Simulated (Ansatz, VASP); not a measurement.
**In3GaP4: VASP beside Ansatz**

Contents of POSCAR:

```
In3GaP4
1.0
   -2.8377132228      2.8377132228      5.6659589354
    2.8377132228     -2.8377132228      5.6659589354
    2.8377132228      2.8377132228     -5.6659589354
Ga P In
1 4 3
Direct
    0.0000000000      0.0000000000      0.0000000000
    0.3558855512      0.3558855512      0.4726534091
    0.1167678579      0.6441144488      0.0000000000
    0.8832321421      0.8832321421      0.5273465909
    0.6441144488      0.1167678579      0.0000000000
    0.7500000000      0.2500000000      0.5000000000
    0.5000000000      0.5000000000      0.0000000000
    0.2500000000      0.7500000000      0.5000000000
```

INCAR.step1

```
SYSTEM = In3GaP4
  PREC = Accurate
  ENCUT = 520
  ISMEAR = 0
  SIGMA = 0.01
  LREAL = .FALSE.
  LASPH = .TRUE.
  NELM = 60
  NBANDS = 46
  GGA = PE
  ALGO = Normal
  EDIFF = 1E-4
  LWAVE = .TRUE.
  LCHARG = .FALSE.
```

File INCAR.step2:

```
SYSTEM = In3GaP4
  PREC = Accurate
  ENCUT = 520
  EDIFF = 1E-6
  ISMEAR = 0
  SIGMA = 0.01
  LREAL = .FALSE.
  LASPH = .TRUE.
  NELM = 60
  ALGO = Normal
  ISIF = 2
  LWAVE = .FALSE.
  LCHARG = .TRUE.
  METAGGA = R2SCAN
  LMIXTAU = .TRUE.
  LELF = .TRUE.
  LVHAR = .TRUE.
  NBANDS = 46
  ISTART = 1
```

The input KPOINTS:

```
regular mesh
0
G
  6 6 6
  0 0 0
```

Input for Ansatz:

```yaml
crystal:
  lattice:
    - [-2.8377132228, 2.8377132228, 5.6659589354]
    - [2.8377132228, -2.8377132228, 5.6659589354]
    - [2.8377132228, 2.8377132228, -5.6659589354]
  atoms:
    - { symbol: Ga, position: [0.0, 0.0, 0.0] }
    - { symbol: P, position: [0.3558855512, 0.3558855512, 0.4726534091] }
    - { symbol: In, position: [0.75, 0.25, 0.5] }
    - { symbol: P, position: [0.1167678579, 0.6441144488, 0.0] }
    - { symbol: In, position: [0.5, 0.5, 0.0] }
    - { symbol: P, position: [0.8832321421, 0.8832321421, 0.5273465909] }
    - { symbol: In, position: [0.25, 0.75, 0.5] }
    - { symbol: P, position: [0.6441144488, 0.1167678579, 0.0] }
kpoints:
  mp_grid: { grid: [6, 6, 6] }
hamiltonian:
  xc: r2scan
scf:
  occupations: { method: fixed }
  n_extra_bands: 6
output:
  forces: true
  stress: true
  eigenvalues: true
```

Alike in both runs: task single point; functional r2SCAN; k mesh 6 × 6 × 6; no spin polarisation.

```csv
,VASP,Ansatz
version,VASP 6.6.1,Ansatz 0.2.0
potentials or method,"VASP PAW PBE potentials, release 64 (Ga_d, P, In_d)","plane waves, PAW"
plane-wave cutoff (eV),520,500
occupations,"gaussian, width 0.01 eV",fixed
valence electrons in the cell,72,72
```

|  | VASP | Ansatz | Ansatz less VASP |
| --- | --- | --- | --- |
| gap on the k mesh at the Fermi level (eV) | 1.64 | 1.64 | 0.000 |
| pressure (GPa) | 5.0 | 5.2 | +0.11 |
| rms of the force components (eV/Å) | 0.013 | 0.017 | +0.0041 |

VASP's potentials were made for PBE, not for r2SCAN.
